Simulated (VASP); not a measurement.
# WSe2 (P-6m2) in VASP: further runs, part 2 of 2

VASP 6.6.1.

## (3) Single point, PBE+D3(BJ)

This run uses another cell than the first one, of the same volume but with other edges.

The input, INCAR:

```
SYSTEM = WSe2
PREC = Accurate
ENCUT = 520
EDIFF = 1E-6
ISMEAR = 0
SIGMA = 0.05
LREAL = .False.
LASPH = .True.
NELM = 100
ALGO = Normal
ISIF = 2
LWAVE = .False.
LCHARG = .False.
GGA = PE
IVDW = 12
NBANDS = 20
```

The input, KPOINTS:

```
regular mesh
0
Gamma
  9 9 4
  0 0 0
```

The input, POSCAR:

```
WSe2
1.0
    3.3171856746      0.0000000000      0.0000000000
   -1.6585928373      2.8727670633      0.0000000000
    0.0000000000      0.0000000000      6.8423881836
W Se
1 2
Direct
    0.0000000000      0.0000000000      0.0000000000
    0.3333333333      0.6666666667      0.2405528385
    0.3333333333      0.6666666667      0.7594471615
```

Potentials or basis: VASP PAW PBE potentials, release 64 (W_sv, Se).

The run is started by

```bash
> cat potpaw_PBE.64/W_sv/POTCAR potpaw_PBE.64/Se/POTCAR > POTCAR
> mpirun -np 1 vasp_std > vasp.out
```

OUTCAR:

```text
SYSTEM = WSe2
   PREC = Accurate
   ENCUT = 520
   EDIFF = 1E-6
   ISMEAR = 0
   LREAL = .False.
   LASPH = .True.
   NELM = 100
   ISIF = 2
   GGA = PE
   IVDW = 12
 IVDW          = 12

 ion  position               nearest neighbor table
   1  0.000  0.000  0.000-   2 2.53   3 2.53   2 2.53   3 2.53   2 2.53   3 2.53
   2  0.333  0.667  0.241-   1 2.53   1 2.53   1 2.53
   3  0.333  0.667  0.759-   1 2.53   1 2.53   1 2.53

  LATTYP: Found a hexagonal cell.
 ALAT       =     3.3171856746
 C/A-ratio  =     2.0627088306

  Lattice vectors:

 A1 = (   3.3171856746,   0.0000000000,   0.0000000000)
 A2 = (  -1.6585928373,   2.8727670633,   0.0000000000)
 A3 = (   0.0000000000,   0.0000000000,   6.8423881836)

Analysis of symmetry for initial positions (statically):
=====================================================================
 Subroutine PRICEL returns:
 Original cell was already a primitive cell.

 Routine SETGRP: Setting up the symmetry group for a
 hexagonal supercell.

 Subroutine GETGRP returns: Found 12 space group operations
 (whereof 12 operations were pure point group operations)
[... 164 lines left out ...]

  energy without entropy =      -21.52968333  energy(sigma->0) =      -21.52968333

 E-fermi :   5.7546     XC(G=0): -10.2332

 val. band max:        5.5534412745   @ k =   0.0000   0.0000   0.5000
 cond. band min:       6.7045661164   @ k =   0.3333   0.3333   0.0000
 fundamental gap:      1.1511248420
 Fermi energy:         5.7546320391

 k-point     1 :       0.0000    0.0000    0.0000
  band No.  band energies     occupation
      1     -68.7998      2.00000
      2     -33.0376      2.00000
      3     -32.9371      2.00000
      4     -32.9371      2.00000
      5      -9.6472      2.00000
      6      -8.1379      2.00000
[... 541 lines left out ...]
     19      11.6664      0.00000
     20      14.7073      0.00000

 [... further k-points ...]

------------------------ aborting loop because EDIFF is reached ----------------------------------------

 Edisp (eV)   -1.29582

 E8    (eV) :    -0.5776

  FORCE on cell =-STRESS in cart. coord.  units (eV):
  Direction    XX          YY          ZZ          XY          YZ          ZX
  --------------------------------------------------------------------------------------
  -------------------------------------------------------------------------------------
  Total      -0.32670    -0.32670     1.83985     0.00000     0.00000     0.00000
  in kB      -8.02743    -8.02743    45.20792     0.00000     0.00000     0.00000
  external pressure =        9.72 kB  Pullay stress =        0.00 kB

 VOLUME and BASIS-vectors are now :
 -----------------------------------------------------------------------------
  energy-cutoff  :      520.00
  volume of cell :       65.20
      direct lattice vectors                 reciprocal lattice vectors
     3.317185675  0.000000000  0.000000000     0.301460364  0.174048222  0.000000000
    -1.658592837  2.872767063  0.000000000     0.000000000  0.348096444  0.000000000
     0.000000000  0.000000000  6.842388184     0.000000000  0.000000000  0.146147803

 POSITION                                       TOTAL-FORCE (eV/Angst)
 -----------------------------------------------------------------------------------
      0.00000      0.00000      0.00000         0.000000      0.000000      0.000000
     -0.00000      1.91518      1.64596        -0.000000      0.000000      0.450246
     -0.00000      1.91518      5.19643        -0.000000      0.000000     -0.450246
 -----------------------------------------------------------------------------------
    total drift:                                0.000000     -0.000000     -0.000000

  FREE ENERGIE OF THE ION-ELECTRON SYSTEM (eV)
  ---------------------------------------------------
  free  energy   TOTEN  =       -22.8254990752 eV

  energy  without entropy=      -22.8254990752  energy(sigma->0) =      -22.82549908
```

OSZICAR:

```text
N       E                     dE             d eps       ncg     rms          rms(c)
DAV:   1     0.195917661519E+03    0.19592E+03   -0.12682E+04  1440   0.125E+03
DAV:   2    -0.128245035242E+02   -0.20874E+03   -0.20199E+03  1724   0.326E+02
DAV:   3    -0.223806375921E+02   -0.95561E+01   -0.94599E+01  1792   0.657E+01
DAV:   4    -0.225019136787E+02   -0.12128E+00   -0.12119E+00  1716   0.813E+00
DAV:   5    -0.225033072020E+02   -0.13935E-02   -0.13935E-02  1736   0.936E-01    0.211E+01
DAV:   6    -0.217236273445E+02    0.77968E+00   -0.47606E+00  1560   0.141E+01    0.730E+00
DAV:   7    -0.215838102888E+02    0.13982E+00   -0.13526E+00  1496   0.612E+00    0.450E+00
DAV:   8    -0.215289829024E+02    0.54827E-01   -0.22631E-01  1628   0.317E+00    0.643E-01
DAV:   9    -0.215293649548E+02   -0.38205E-03   -0.11044E-02  1660   0.657E-01    0.340E-01
DAV:  10    -0.215295571860E+02   -0.19223E-03   -0.16192E-03  1632   0.300E-01    0.728E-02
DAV:  11    -0.215296263572E+02   -0.69171E-04   -0.17056E-04  1672   0.874E-02    0.507E-02
DAV:  12    -0.215296746447E+02   -0.48288E-04   -0.67428E-05  1544   0.508E-02    0.105E-02
DAV:  13    -0.215296827365E+02   -0.80918E-05   -0.14744E-05  1660   0.250E-02    0.445E-03
DAV:  14    -0.215296833304E+02   -0.59390E-06   -0.11873E-06  1400   0.616E-03
   1 F= -.22825499E+02 E0= -.22825499E+02  d E =-.809374E-11
```

Wall time 78 s (1 thread of AMD EPYC 7R13, shared host); peak memory 0.2 GiB.

Results:

- Free energy: -22.8255 eV
- Pressure: 1.0 GPa
- Largest force: 0.450 eV/Å
- Band gap on the k mesh: 1.15 eV (least direct gap 1.43 eV)
- Dispersion energy per atom: -0.432 eV

Forces in eV/Å, atoms in the order of the input:
```
W    0.000  0.000  0.000
Se   0.000  0.000  0.450
Se   0.000  0.000 -0.450
```

Stress tensor (GPa, compression positive):
```
-0.80  0.00  0.00
 0.00 -0.80  0.00
 0.00  0.00  4.52
```

Caveat: the cell differs from its parent crystal (strain +e along x and -e along y +0.0000, strain +e along z and -e/2 along x and y -0.0233); spin-orbit coupling is left out, which moves the levels of the heavy elements; an odd mesh through Γ misses points on the zone boundary, where band edges can lie.

## (4) Single point, PBE+D3(BJ)

This run uses another cell than the first one, of the same volume but with other edges.

The input, INCAR:

```
SYSTEM = WSe2
ALGO = Normal
EDIFF = 1E-6
ENCUT = 520
GGA = PE
ISIF = 2
ISMEAR = 0
IVDW = 12
LASPH = .True.
LCHARG = .False.
LREAL = .False.
LWAVE = .False.
NBANDS = 20
NELM = 60
PREC = Accurate
SIGMA = 0.05
```

The input, KPOINTS:

```
k-points
0
Gamma
  9 9 4
  0 0 0
```

The input, POSCAR:

```
WSe2
1.0
    3.2407853126      0.0000000000      0.0000000000
   -1.6203926563      2.8066024089      0.0000000000
    0.0000000000      0.0000000000      7.1688500340
W Se
1 2
Direct
    0.0000000000      0.0000000000      0.0000000000
    0.3333333333      0.6666666667      0.2405528385
    0.3333333333      0.6666666667      0.7594471615
```

Potentials or basis: VASP PAW PBE potentials, release 64 (W_sv, Se).

The run is started by

```bash
> cat potpaw_PBE.64/W_sv/POTCAR potpaw_PBE.64/Se/POTCAR > POTCAR
> mpirun -np 1 vasp_std > vasp.out
```

OUTCAR:

```text
SYSTEM = WSe2
   EDIFF = 1E-6
   ENCUT = 520
   GGA = PE
   ISIF = 2
   ISMEAR = 0
   IVDW = 12
   LASPH = .True.
   LREAL = .False.
   NELM = 60
   PREC = Accurate
 IVDW          = 12

 ion  position               nearest neighbor table
   1  0.000  0.000  0.000-   2 2.54   3 2.54   2 2.54   3 2.54   2 2.54   3 2.54
   2  0.333  0.667  0.241-   1 2.54   1 2.54   1 2.54
   3  0.333  0.667  0.759-   1 2.54   1 2.54   1 2.54

  LATTYP: Found a hexagonal cell.
 ALAT       =     3.2407853126
 C/A-ratio  =     2.2120718722

  Lattice vectors:

 A1 = (   3.2407853126,   0.0000000000,   0.0000000000)
 A2 = (  -1.6203926563,   2.8066024089,   0.0000000000)
 A3 = (   0.0000000000,   0.0000000000,   7.1688500340)

Analysis of symmetry for initial positions (statically):
=====================================================================
 Subroutine PRICEL returns:
 Original cell was already a primitive cell.

 Routine SETGRP: Setting up the symmetry group for a
 hexagonal supercell.

 Subroutine GETGRP returns: Found 12 space group operations
 (whereof 12 operations were pure point group operations)
[... 163 lines left out ...]

  energy without entropy =      -21.53093135  energy(sigma->0) =      -21.53093135

 E-fermi :   5.6675     XC(G=0): -10.2210

 val. band max:        5.3085139748   @ k =   0.3333   0.3333   0.5000
 cond. band min:       6.5272001340   @ k =   0.2222   0.1111   0.0000
 fundamental gap:      1.2186861592
 Fermi energy:         5.6674811599

 k-point     1 :       0.0000    0.0000    0.0000
  band No.  band energies     occupation
      1     -68.7648      2.00000
      2     -33.0351      2.00000
      3     -32.8462      2.00000
      4     -32.8462      2.00000
      5      -9.6748      2.00000
      6      -8.4027      2.00000
[... 541 lines left out ...]
     19      11.8528      0.00000
     20      14.3899      0.00000

 [... further k-points ...]

------------------------ aborting loop because EDIFF is reached ----------------------------------------

 Edisp (eV)   -1.29730

 E8    (eV) :    -0.5787

  FORCE on cell =-STRESS in cart. coord.  units (eV):
  Direction    XX          YY          ZZ          XY          YZ          ZX
  --------------------------------------------------------------------------------------
  -------------------------------------------------------------------------------------
  Total       0.62414     0.62414    -1.45347     0.00000    -0.00000     0.00000
  in kB      15.33596    15.33596   -35.71392     0.00000    -0.00000     0.00000
  external pressure =       -1.68 kB  Pullay stress =        0.00 kB

 VOLUME and BASIS-vectors are now :
 -----------------------------------------------------------------------------
  energy-cutoff  :      520.00
  volume of cell :       65.20
      direct lattice vectors                 reciprocal lattice vectors
     3.240785313  0.000000000  0.000000000     0.308567185  0.178151347  0.000000000
    -1.620392656  2.806602409  0.000000000     0.000000000  0.356302694  0.000000000
     0.000000000  0.000000000  7.168850034     0.000000000  0.000000000  0.139492387

 POSITION                                       TOTAL-FORCE (eV/Angst)
 -----------------------------------------------------------------------------------
      0.00000      0.00000      0.00000         0.000000     -0.000000      0.000000
     -0.00000      1.87107      1.72449         0.000000      0.000000     -0.338087
     -0.00000      1.87107      5.44436        -0.000000      0.000000      0.338087
 -----------------------------------------------------------------------------------
    total drift:                                0.000000     -0.000000     -0.000000

  FREE ENERGIE OF THE ION-ELECTRON SYSTEM (eV)
  ---------------------------------------------------
  free  energy   TOTEN  =       -22.8282267005 eV

  energy  without entropy=      -22.8282267005  energy(sigma->0) =      -22.82822670
```

stdout:

```text
POSCAR found type information on POSCAR W Se
 POSCAR found :  2 types and       3 ions
 scaLAPACK will be used
 LDA part: xc-table for (Slater+PW92), standard interpolation
 POSCAR, INCAR and KPOINTS ok, starting setup
 FFT: planning ... GRIDC
 FFT: planning ... GRID_SOFT
 FFT: planning ... GRID
 WAVECAR not read
 entering main loop
```

Wall time 59 s (1 thread of AMD EPYC 7R13, shared host); peak memory 0.18 GiB.

Results:

| Property | Result |
| --- | --- |
| Free energy | -22.8282 eV |
| Pressure | -0.2 GPa |
| Largest force | 0.338 eV/Å |
| Band gap on the k mesh | 1.22 eV (least direct gap 1.86 eV) |
| Dispersion energy per atom | -0.432 eV |

Forces on the atoms (eV/Å):
```
W    0.000  0.000  0.000
Se   0.000  0.000 -0.338
Se   0.000  0.000  0.338
```

Stress tensor (GPa, compression positive):
```
 1.53  0.00  0.00
 0.00  1.53  0.00
 0.00  0.00 -3.57
```

Caveat: the cell differs from its parent crystal (strain +e along x and -e along y +0.0000, strain +e along z and -e/2 along x and y +0.0233); spin-orbit coupling is left out, which moves the levels of the heavy elements; an odd mesh through Γ misses points on the zone boundary, where band edges can lie.

## (5) Overview

| cell | gap on the mesh (eV) | pressure (GPa) | largest force (eV/Å) |
| --- | --- | --- | --- |
| a = 3.202, b = 3.202, c = 7.333 Å, angles 90.0, 90.0, 120.0°, 3 atoms | 1.11 | -0.4 | 0.71 |
| a = 3.317, b = 3.317, c = 6.842 Å, angles 90.0, 90.0, 120.0°, 3 atoms | 1.15 | 1.0 | 0.45 |
| a = 3.241, b = 3.241, c = 7.169 Å, angles 90.0, 90.0, 120.0°, 3 atoms | 1.22 | -0.2 | 0.34 |

Alike in all rows: task single point; level PBE+D3(BJ); potentials or basis VASP PAW PBE potentials, release 64 (W_sv, Se); no spin polarisation; k mesh 9 × 9 × 4; cutoff (eV) 520; smearing gaussian 0.05 eV.

Caveats: spin-orbit coupling is left out, which moves the levels of the heavy elements; an odd mesh through Γ misses points on the zone boundary, where band edges can lie.

Total energies depend on the potentials used, so only differences within one code and one set of settings carry meaning.
